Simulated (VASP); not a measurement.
Set up this calculation in VASP 6.6.1, as the native input.

- Task: electric field gradients
- Functional: r2SCAN
- Potentials or basis: VASP PAW PBE potentials, release 64 (Hf_pv, B)
- Cutoff: 520 eV
- k mesh: 14 × 14 × 12
- Occupations: gaussian, width 0.05 eV
- Spin: no spin polarisation
- Dipole correction: no
- Further INCAR settings: ALGO = Normal; EDIFF = 1e-08; NBANDS = 15

HfB2:

```xyz
3
Lattice="3.1359 0.0000 0.0000 -1.5679 2.7158 0.0000 0.0000 0.0000 3.4807" Properties=species:S:1:pos:R:3 pbc="T T T"
Hf    0.0000    0.0000    0.0000
B     0.0000    1.8105    1.7404
B     1.5679    0.9053    1.7404
```

The input as run:

POSCAR

```
HfB2
1.0
    3.1358835078      0.0000000000      0.0000000000
   -1.5679417539      2.7157547811      0.0000000000
    0.0000000000      0.0000000000      3.4807436488
Hf B
1 2
Direct
    0.0000000000      0.0000000000      0.0000000000
    0.3333333333      0.6666666667      0.5000000000
    0.6666666667      0.3333333333      0.5000000000
```

INCAR.step1

```
  PREC = Accurate
  ENCUT = 520
  ISMEAR = 0
  SIGMA = 0.05
  LREAL = False
  LASPH = True
  NELM = 60
  NBANDS = 15
  GGA = PE
  ALGO = Normal
  EDIFF = 1E-4
  LWAVE = True
  LCHARG = False
```

INCAR.step2

```
  PREC = Accurate
  ENCUT = 520
  EDIFF = 1E-8
  ISMEAR = 0
  SIGMA = 0.05
  LREAL = False
  LASPH = True
  NELM = 60
  ALGO = Normal
  ISIF = 2
  LWAVE = False
  LCHARG = False
  METAGGA = R2SCAN
  LMIXTAU = True
  LEFG = True
  NBANDS = 15
  ISTART = 1
```

KPOINTS

```
regular mesh
0
Gamma
  14 14 12
```

Potentials or basis: VASP PAW PBE potentials, release 64 (Hf_pv, B).

Launch:

```console
$ cat potpaw_PBE.64/Hf_pv/POTCAR potpaw_PBE.64/B/POTCAR > POTCAR
$ cp INCAR.step1 INCAR
$ mpirun -np 1 vasp_std > vasp.out
$ cp INCAR.step2 INCAR
$ mpirun -np 1 vasp_std > vasp.out
```

Results of the run:

```yaml
Pressure: -0.6 GPa
Band_gap_on_the_k_mesh: zero (band 8 reaches 8.59 eV, above the bottom of band 9 at 7.49 eV)
```

Caveat: without QUAD_EFG the Cq values of the log hold for a quadrupole moment of 1 mb, not for the nuclei; the PAW data sets were made with another functional, which shifts forces and pressure a little; spin-orbit coupling is left out, which moves the levels of the heavy elements.

Wall time 2.5 min on 1 thread of Intel(R) Xeon(R) Platinum 8488C (Sapphire Rapids), with other jobs on the host, peak memory 0.2 GiB.
